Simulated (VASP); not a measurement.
Input of a VASP 6.6.1 run:

INCAR

```
  PREC = Accurate
  ENCUT = 500
  EDIFF = 1E-6
  ISMEAR = -1
  SIGMA = 0.1
  LREAL = False
  LASPH = True
  NELM = 200
  ALGO = Normal
  ISIF = 2
  LWAVE = False
  LCHARG = False
  ISPIN = 2
  MAGMOM = 0
  LORBIT = 11
  LMAXMIX = 4
  GGA = PE
  NBANDS = 15
  GGA_COMPAT = False
```

The input KPOINTS:

```
regular mesh
0
Gamma
  8 8 8
```

POSCAR

```
Pt
1.0
   -1.6315000000      1.6315000000      1.6315000000
    1.6315000000     -1.6315000000      1.6315000000
    1.6315000000      1.6315000000     -1.6315000000
Pt
1
Direct
    0.0000000000      0.0000000000      0.0000000000
```

Potentials or basis: VASP PAW PBE potentials, release 64 (Pt).

Command:

```console
$ cat potpaw_PBE.64/Pt/POTCAR > POTCAR
$ mpirun -np 1 vasp_std > vasp.out
```

(1) What does it give for the net moment?

(2) What does it give for the pressure?

## Answers

(1) 0.00 μB per cell.

(2) -16.2 GPa.

Caveat: the cell stands under tension.
